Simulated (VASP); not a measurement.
InP: single point with PBEsol

InP:

```
In P
1.0
     0.00000    2.76883    2.76883
     2.76883    0.00000    2.76883
     2.76883    2.76883    0.00000
In P
1 1
Cartesian
  0.0000 0.0000 0.0000
  2.7688 2.7688 2.7688
```

```json
{"Program": "VASP 6.6.1", "Task": "single point", "Functional": "PBEsol", "Potentials or basis": "VASP PAW PBE potentials, release 64 (In_d, P)", "Cutoff": "500 eV", "k mesh": "8 × 8 × 8", "Occupations": "gaussian, width 0.02 eV", "Spin": "no spin polarisation", "Dipole correction": "no", "Further INCAR settings": "ALGO = Normal; EDIFF = 1e-06; NBANDS = 16"}
```

| Quantity | Value |
| --- | --- |
| Pressure | -3.4 GPa |
| Band gap on the k mesh | zero (bands 9 and 10 overlap by 2.66 eV) |

Levels at points of the mesh, in eV from the Fermi level:
```csv
k point,band 5,band 6,band 7,band 8,band 9,band 10,band 11,band 12,band 13,band 14
"(0.00, 0.00, 0.00)",-14.24,-12.11,-0.34,-0.34,-0.34,0.39,6.97,6.97,6.97,8.30
"(0.50, 0.00, 0.00)",-14.16,-9.99,-6.78,0.09,0.09,2.32,3.25,3.25,5.06,10.90
"(0.50, 0.50, 0.00)",-14.13,-8.88,-5.08,-2.66,-2.43,-2.43,3.66,9.72,9.72,10.02
```

Run time: 12 s on 1 thread of Intel(R) Xeon(R) Platinum 8488C (Sapphire Rapids) (shared host), peak memory 0.17 GiB.

Caveat: the cell stands under tension; the PAW data sets were made with another functional, which shifts forces and pressure a little; spin-orbit coupling is left out, which moves the levels of the heavy elements.
